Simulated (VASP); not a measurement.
# NaCl (P6_3/mmc) in VASP: further runs

NaCl is run at these levels: r2SCAN; tasks: single point.

All numbers are computed with VASP 6.6.1; they aren't measurements. Logs are shortened: lines on timing, memory, paths and dates and some standing lists are left out, and cuts for length are marked.

## (1) The cell of the first run

The structure is hexagonal, space group P6_3/mmc (No. 194). Conventional cell: a = 4.721 Å, b = 4.721 Å, c = 5.570 Å, α = 90.00°, β = 90.00°, γ = 120.00°. Na (site symmetry -6m2) has 5 Cl at 2.73 to 2.78 Å within 3.6 Å. Cl (site symmetry -6m2) has 5 Na at 2.73 to 2.78 Å within 3.6 Å.

## (2) Single point, r2SCAN

The input, POSCAR:

```
NaCl
1.0
    4.7210552162      0.0000000000      0.0000000000
   -2.3605276081      4.0885537499      0.0000000000
    0.0000000000      0.0000000000      5.5697676198
Na Cl
2 2
Direct
    0.3333333333      0.6666666667      0.2500000000
    0.6666666667      0.3333333333      0.7500000000
    0.6666666667      0.3333333333      0.2500000000
    0.3333333333      0.6666666667      0.7500000000
```

The input, INCAR.step1:

```
ALGO = Normal
EDIFF = 1E-4
ENCUT = 520
GGA = PE
ISMEAR = 0
LASPH = T
LCHARG = F
LREAL = F
LWAVE = T
NBANDS = 22
NELM = 100
PREC = Accurate
SIGMA = 0.01
```

The input, INCAR.step2:

```
ALGO = Normal
EDIFF = 1E-6
ENCUT = 520
ISIF = 2
ISMEAR = 0
ISTART = 1
LASPH = T
LCHARG = F
LMIXTAU = T
LREAL = F
LWAVE = F
METAGGA = R2SCAN
NBANDS = 22
NELM = 100
PREC = Accurate
SIGMA = 0.01
```

The input, KPOINTS:

```
k-points
0
Gamma
  6 6 4
```

Potentials or basis: VASP PAW PBE potentials, release 64 (Na_pv, Cl).

Run with:

```sh
cat potpaw_PBE.64/Na_pv/POTCAR potpaw_PBE.64/Cl/POTCAR > POTCAR
cp INCAR.step1 INCAR
mpirun -np 1 vasp_std > vasp.out
cp INCAR.step2 INCAR
mpirun -np 1 vasp_std > vasp.out
```

OUTCAR:

```text
EDIFF = 1E-6
   ENCUT = 520
   ISIF = 2
   ISMEAR = 0
   ISTART = 1
   LASPH = T
   LREAL = F
   METAGGA = R2SCAN
   NELM = 100
   PREC = Accurate

 ion  position               nearest neighbor table
   1  0.333  0.667  0.250-   3 2.73   3 2.73   3 2.73
   2  0.667  0.333  0.750-   4 2.73   4 2.73   4 2.73
   3  0.667  0.333  0.250-   1 2.73   1 2.73   1 2.73
   4  0.333  0.667  0.750-   2 2.73   2 2.73   2 2.73

  LATTYP: Found a hexagonal cell.
 ALAT       =     4.7210552162
 C/A-ratio  =     1.1797717596

  Lattice vectors:

 A1 = (   4.7210552162,   0.0000000000,   0.0000000000)
 A2 = (  -2.3605276081,   4.0885537499,   0.0000000000)
 A3 = (   0.0000000000,   0.0000000000,   5.5697676198)

Analysis of symmetry for initial positions (statically):
=====================================================================
 Subroutine PRICEL returns:
 Original cell was already a primitive cell.

 Routine SETGRP: Setting up the symmetry group for a
 hexagonal supercell.

 Subroutine GETGRP returns: Found 24 space group operations
 (whereof 12 operations were pure point group operations)
 out of a pool of 24 trial point group operations.

The static configuration has the point symmetry D_3d.
 The point group associated with its full space group is D_6h.

Analysis of symmetry for dynamics (positions and initial velocities):
=====================================================================
 Subroutine PRICEL returns:
 Original cell was already a primitive cell.

 Routine SETGRP: Setting up the symmetry group for a
 hexagonal supercell.

 Subroutine GETGRP returns: Found 24 space group operations
 (whereof 12 operations were pure point group operations)
 out of a pool of 24 trial point group operations.

The dynamic configuration has the point symmetry D_3d.
 The point group associated with its full space group is D_6h.

 Subroutine INISYM returns: Found 24 space group operations
 (whereof 12 operations are pure point group operations),
 and found     1 'primitive' translations

----------------------------------------------------------------------------------------

                                     Primitive cell

  volume of cell :     107.5093

  direct lattice vectors                    reciprocal lattice vectors
     4.721055216  0.000000000  0.000000000     0.211817052  0.122292632  0.000000000
    -2.360527608  4.088553750  0.000000000     0.000000000  0.244585264  0.000000000
     0.000000000  0.000000000  5.569767620     0.000000000  0.000000000  0.179540704

  length of vectors
     4.721055216  4.721055216  5.569767620     0.244585264  0.244585264  0.179540704

  position of ions in fractional coordinates (direct lattice)
     0.333333333  0.666666667  0.250000000
     0.666666667  0.333333333  0.750000000
     0.666666667  0.333333333  0.250000000
     0.333333333  0.666666667  0.750000000

  ion indices of the primitive-cell ions
   primitive index   ion index
                 1           1
                 2           2
                 3           3
                 4           4

----------------------------------------------------------------------------------------

 KPOINTS: k-points

Automatic generation of k-mesh.
 Grid dimensions read from file:
 generate k-points for:    6    6    4

 Generating k-lattice:

  Cartesian coordinates                     Fractional coordinates (reciprocal lattice)
     0.035302842  0.020382105  0.000000000     0.166666667  0.000000000  0.000000000
     0.000000000  0.040764211  0.000000000     0.000000000  0.166666667  0.000000000
     0.000000000  0.000000000  0.044885176     0.000000000  0.000000000  0.250000000

  Length of vectors
     0.040764211  0.040764211  0.044885176

  Shift w.r.t. Gamma in fractional coordinates (k-lattice)
     0.000000000  0.000000000  0.000000000

 Subroutine IBZKPT returns following result:
 ===========================================

 Found     21 irreducible k-points:

 Following reciprocal coordinates:
            Coordinates               Weight
  0.000000  0.000000  0.000000      1.000000
  0.166667  0.000000  0.000000      6.000000
  0.333333  0.000000  0.000000      6.000000
  0.500000  0.000000  0.000000      3.000000
  0.166667  0.166667  0.000000      6.000000
  0.333333  0.166667  0.000000     12.000000
[... 13 lines left out ...]
  0.333333  0.166667  0.500000     12.000000
  0.333333  0.333333  0.500000      2.000000
   k-points           NKPTS =     21   k-points in BZ     NKDIM =     21   number of bands    NBANDS=     22
   number of dos      NEDOS =    301   number of ions     NIONS =      4
   total plane-waves  NPLWV =  54432
   dimension x,y,z NGX =    36 NGY =   36 NGZ =   42
   dimension x,y,z NGXF=    72 NGYF=   72 NGZF=   84
   ions per type =               2   2
   NGX,Y,Z   is equivalent  to a cutoff of  12.68, 12.68, 12.54 a.u.
   NGXF,Y,Z  is equivalent  to a cutoff of  25.35, 25.35, 25.07 a.u.
 SYSTEM =  unknown system
   PREC   = accura    normal or accurate (medium, high low for compatibility)
   ISTART =      1    job   : 0-new  1-cont  2-samecut
   ICHARG =      0    charge: 1-file 2-atom 10-const
   ISPIN  =      1    spin polarized calculation?
   LNONCOLLINEAR =      F non collinear calculations
   LSORBIT =      F    spin-orbit coupling
   LASPH  =      T    aspherical Exc in radial PAW
   ENCUT  =  520.0 eV  38.22 Ry    6.18 a.u.   8.78  8.78 10.36*2*pi/ulx,y,z
   NELM   =    100;   NELMIN=  2; NELMDL=  0     # of ELM steps
   EDIFF  = 0.1E-05   stopping-criterion for ELM
   LREAL  =      F    real-space projection
   EDIFFG = 0.1E-04   stopping-criterion for IOM
   NSW    =      0    number of steps for IOM
   IBRION =     -1    ionic relax: 0-MD 1-quasi-New 2-CG
   NFREE  =      0    steps in history (QN), initial steepest desc. (CG)
   ISIF   =      2    stress and relaxation
   ISYM   =      2    0-nonsym 1-usesym 2-fastsym
   POTIM  = 0.5000    time-step for ionic-motion
   TEBEG  =    0.0;   TEEND  =   0.0 temperature during run
   PSTRESS=    0.0 pullay stress
   NELECT =      28.0000    total number of electrons
   NUPDOWN=      -1.0000    fix difference up-down
   EMIN   =  10.00;   EMAX   =-10.00  energy-range for DOS
   EFERMI =   0.00;   METHOD = LEGACY
   ISMEAR =     0;   SIGMA  =   0.01  broadening in eV -4-tet -1-fermi 0-gaus
   EFERMI_NEDOS =   21; number of points for ismear=-14 and -15
   IALGO  =     38    algorithm
   IMIX   =      4    mixing-type and parameters
     AMIX     =   0.40;   BMIX     =  1.00
     AMIX_MAG =   1.60;   BMIX_MAG =  1.00
  volume/ion in A,a.u.               =      26.88       181.38
  Fermi-wavevector in a.u.,A,eV,Ry     =   1.045472  1.975655 14.871314  1.093011
  Thomas-Fermi vector in A             =   2.180269
   LORBIT       =      0    0 simple, 1 ext, 2 COOP (PROOUT), +10 PAW based schemes
   METAGGA = R2SCAN    functional components
   LHFCALC =     F    Hartree Fock is set to
   AEXX    =    0.0000 exact exchange contribution
   IVDW    =     0    specifies the selected vdW correction
   LEPSILON=     F    determine dielectric tensor
   LRPA    =     F    only Hartree local field effects (RPA)
 non-spin polarized calculation
 Gauss-broadening in eV      SIGMA  =   0.01
  energy-cutoff  :      520.00
  volume of cell :      107.51
 maximum number of plane-waves:      2955
 NGX is ok and might be reduce to    36
   NGX = 17   NGY = 17   NGZ = 21

 number of electron      28.0000020 magnetization

 Free energy of the ion-electron system (eV)
  ---------------------------------------------------
  ext. energy  EPLUGINS =         0.00000000
  ---------------------------------------------------
  free energy    TOTEN  =       -27.34001588 eV

  energy without entropy =      -27.34001588  energy(sigma->0) =      -27.34001588

 E-fermi :  -2.0393     XC(G=0):  -7.6499

 val. band max:       -2.1067589300   @ k =   0.0000   0.0000   0.0000
 cond. band min:       3.3666061876   @ k =   0.0000   0.0000   0.0000
 fundamental gap:      5.4733651176
 Fermi energy:        -2.0392616282

 k-point     1 :       0.0000    0.0000    0.0000
  band No.  band energies     occupation
      1     -23.6810      2.00000
      2     -23.6807      2.00000
      3     -23.6806      2.00000
      4     -23.6736      2.00000
      5     -23.6733      2.00000
      6     -23.6616      2.00000
[... 14 lines left out ...]
     21       9.5036      0.00000
     22       9.9700      0.00000

 k-point     2 :       0.1667    0.0000    0.0000
  band No.  band energies     occupation
      1     -23.6822      2.00000
      2     -23.6814      2.00000
      3     -23.6794      2.00000
      4     -23.6754      2.00000
      5     -23.6734      2.00000
      6     -23.6626      2.00000
[... 14 lines left out ...]
     21       9.4640      0.00000
     22       9.6605      0.00000

 k-point     3 :       0.3333    0.0000    0.0000
  band No.  band energies     occupation
      1     -23.6851      2.00000
      2     -23.6825      2.00000
      3     -23.6796      2.00000
      4     -23.6764      2.00000
      5     -23.6734      2.00000
      6     -23.6654      2.00000
[... 14 lines left out ...]
     21       9.7611      0.00000
     22      10.1211      0.00000

 k-point     4 :       0.5000    0.0000    0.0000
  band No.  band energies     occupation
      1     -23.6865      2.00000
      2     -23.6830      2.00000
      3     -23.6818      2.00000
      4     -23.6740      2.00000
      5     -23.6734      2.00000
      6     -23.6676      2.00000
[... 14 lines left out ...]
     21      10.3997      0.00000
     22      10.7297      0.00000

 k-point     5 :       0.1667    0.1667    0.0000
  band No.  band energies     occupation
      1     -23.6839      2.00000
      2     -23.6827      2.00000
      3     -23.6784      2.00000
      4     -23.6772      2.00000
      5     -23.6735      2.00000
      6     -23.6646      2.00000
[... 14 lines left out ...]
     21       9.5368      0.00000
     22       9.7460      0.00000

 k-point     6 :       0.3333    0.1667    0.0000
  band No.  band energies     occupation
      1     -23.6856      2.00000
      2     -23.6836      2.00000
      3     -23.6818      2.00000
      4     -23.6740      2.00000
      5     -23.6736      2.00000
      6     -23.6676      2.00000
[... 14 lines left out ...]
     21      10.0577      0.00000
     22      10.3562      0.00000

 k-point     7 :       0.3333    0.3333    0.0000
  band No.  band energies     occupation
      1     -23.6846      2.00000
      2     -23.6841      2.00000
      3     -23.6841      2.00000
      4     -23.6738      2.00000
      5     -23.6708      2.00000
      6     -23.6708      2.00000
[... 249 lines left out ...]
      6     -23.6667      2.00000
[... 14 lines left out ...]
     21       9.4253      0.00000
     22       9.4253      0.00000

 k-point    18 :       0.5000    0.0000    0.5000
  band No.  band energies     occupation
      1     -23.6918      2.00000
      2     -23.6918      2.00000
      3     -23.6782      2.00000
      4     -23.6782      2.00000
      5     -23.6657      2.00000
      6     -23.6657      2.00000
[... 14 lines left out ...]
     21       9.5701      0.00000
     22       9.5701      0.00000

 k-point    19 :       0.1667    0.1667    0.5000
  band No.  band energies     occupation
      1     -23.6876      2.00000
      2     -23.6876      2.00000
      3     -23.6780      2.00000
      4     -23.6780      2.00000
      5     -23.6672      2.00000
      6     -23.6672      2.00000
[... 14 lines left out ...]
     21       9.7744      0.00000
     22       9.7744      0.00000

 k-point    20 :       0.3333    0.1667    0.5000
  band No.  band energies     occupation
      1     -23.6915      2.00000
      2     -23.6915      2.00000
      3     -23.6786      2.00000
      4     -23.6786      2.00000
      5     -23.6656      2.00000
      6     -23.6656      2.00000
[... 14 lines left out ...]
     21      10.1073      0.00000
     22      10.1073      0.00000

 k-point    21 :       0.3333    0.3333    0.5000
  band No.  band energies     occupation
      1     -23.6925      2.00000
      2     -23.6925      2.00000
      3     -23.6792      2.00000
      4     -23.6792      2.00000
      5     -23.6650      2.00000
      6     -23.6650      2.00000
[... 14 lines left out ...]
     21      10.6600      0.00000
     22      10.6600      0.00000

------------------------ aborting loop because EDIFF is reached ----------------------------------------

  FORCE on cell =-STRESS in cart. coord.  units (eV):
  Direction    XX          YY          ZZ          XY          YZ          ZX
  --------------------------------------------------------------------------------------
  -------------------------------------------------------------------------------------
  Total       -0.1094492     -0.1094492     -0.1415193      0.0000000      0.0000000      0.0000000
  in kB       -1.6310882     -1.6310882     -2.1090186      0.0000000      0.0000000      0.0000000
  external PRESSURE =      -1.7903983 kB  Pullay stress =       0.0000000 kB

 VOLUME and BASIS-vectors are now :
 -----------------------------------------------------------------------------
  energy-cutoff  :      520.00
  volume of cell :      107.51
      direct lattice vectors                 reciprocal lattice vectors
     4.721055216  0.000000000  0.000000000     0.211817052  0.122292632  0.000000000
    -2.360527608  4.088553750  0.000000000     0.000000000  0.244585264  0.000000000
     0.000000000  0.000000000  5.569767620     0.000000000  0.000000000  0.179540704

 POSITION                                       TOTAL-FORCE (eV/Angst)
 -----------------------------------------------------------------------------------
     -0.00000      2.72570      1.39244         0.000000     -0.000000      0.000000
      2.36053      1.36285      4.17733        -0.000000      0.000000     -0.000000
      2.36053      1.36285      1.39244        -0.000000      0.000000      0.000000
     -0.00000      2.72570      4.17733         0.000000     -0.000000      0.000000
 -----------------------------------------------------------------------------------
    total drift:                                0.000000      0.000000     -0.000000

  FREE ENERGIE OF THE ION-ELECTRON SYSTEM (eV)
  ---------------------------------------------------
  free  energy   TOTEN  =       -27.3400158759 eV

  energy  without entropy=      -27.3400158759  energy(sigma->0) =      -27.34001588
```

Wall time 2.5 min (1 thread of Intel Xeon 8259CL, shared host); peak memory 0.24 GiB.

Results:

```
Free energy            : -27.3400 eV
Pressure               : -0.2 GPa
Band gap on the k mesh : 5.47 eV
```

Caveat: the PAW data sets were made with another functional, which shifts forces and pressure a little.

## (3) Single point, r2SCAN (27.68 Å³/atom)

This run uses another cell than the first one, of 27.68 Å³/atom.

The input, POSCAR:

```
NaCl
1.0
    4.7678013773      0.0000000000      0.0000000000
   -2.3839006886      4.1290371130      0.0000000000
    0.0000000000      0.0000000000      5.6249174205
Na Cl
2 2
Direct
    0.3333333333      0.6666666667      0.2500000000
    0.6666666667      0.3333333333      0.7500000000
    0.6666666667      0.3333333333      0.2500000000
    0.3333333333      0.6666666667      0.7500000000
```

The input, INCAR.step1:

```
SYSTEM = NaCl
PREC = Accurate
ENCUT = 520
ISMEAR = 0
SIGMA = 0.01
LREAL = .False.
LASPH = .True.
NELM = 80
NBANDS = 22
GGA = PE
ALGO = Normal
EDIFF = 1E-4
LWAVE = .True.
LCHARG = .False.
```

The input, INCAR.step2:

```
SYSTEM = NaCl
PREC = Accurate
ENCUT = 520
EDIFF = 1E-7
ISMEAR = 0
SIGMA = 0.01
LREAL = .False.
LASPH = .True.
NELM = 80
ALGO = Normal
ISIF = 2
LWAVE = .False.
LCHARG = .False.
METAGGA = R2SCAN
LMIXTAU = .True.
NBANDS = 22
ISTART = 1
```

The input, KPOINTS:

```
Automatic mesh
0
Gamma
  6 6 4
  0 0 0
```

Potentials or basis: VASP PAW PBE potentials, release 64 (Na_pv, Cl).

Run with:

```sh
cat potpaw_PBE.64/Na_pv/POTCAR potpaw_PBE.64/Cl/POTCAR > POTCAR
cp INCAR.step1 INCAR
mpirun -np 1 vasp_std > vasp.out
cp INCAR.step2 INCAR
mpirun -np 1 vasp_std > vasp.out
```

It took 2.7 min on 1 thread of Intel Xeon 8259CL, shared host; peak memory 0.24 GiB.

Results (log left out):

```
Free energy            : -27.3308 eV
Pressure               : -0.8 GPa
Band gap on the k mesh : 5.41 eV
```

Stress tensor (GPa, compression positive):
```
-0.72  0.00  0.00
 0.00 -0.72  0.00
 0.00  0.00 -0.86
```

Levels at points of the mesh, in eV from the valence-band top:
| k point | band 10 | band 11 | band 12 | band 13 | band 14 | band 15 | band 16 | band 17 | band 18 | band 19 |
| --- | --- | --- | --- | --- | --- | --- | --- | --- | --- | --- |
| (0.00, 0.00, 0.00) | -0.76 | -0.76 | -0.32 | -0.32 | 0.00 | 5.41 | 8.42 | 10.43 | 10.43 | 11.34 |
| (0.50, 0.00, 0.00) | -0.98 | -0.95 | -0.74 | -0.49 | -0.22 | 7.70 | 8.33 | 9.31 | 9.70 | 10.43 |
| (0.00, 0.00, 0.50) | -0.92 | -0.55 | -0.55 | -0.55 | -0.55 | 7.16 | 7.16 | 10.34 | 10.34 | 10.34 |
| (0.50, 0.00, 0.50) | -1.50 | -0.63 | -0.63 | -0.26 | -0.26 | 7.85 | 7.85 | 10.57 | 10.57 | 11.15 |

Caveat: the PAW data sets were made with another functional, which shifts forces and pressure a little. A k mesh can miss the band edges.

(Part 1 of 2 ends here.)
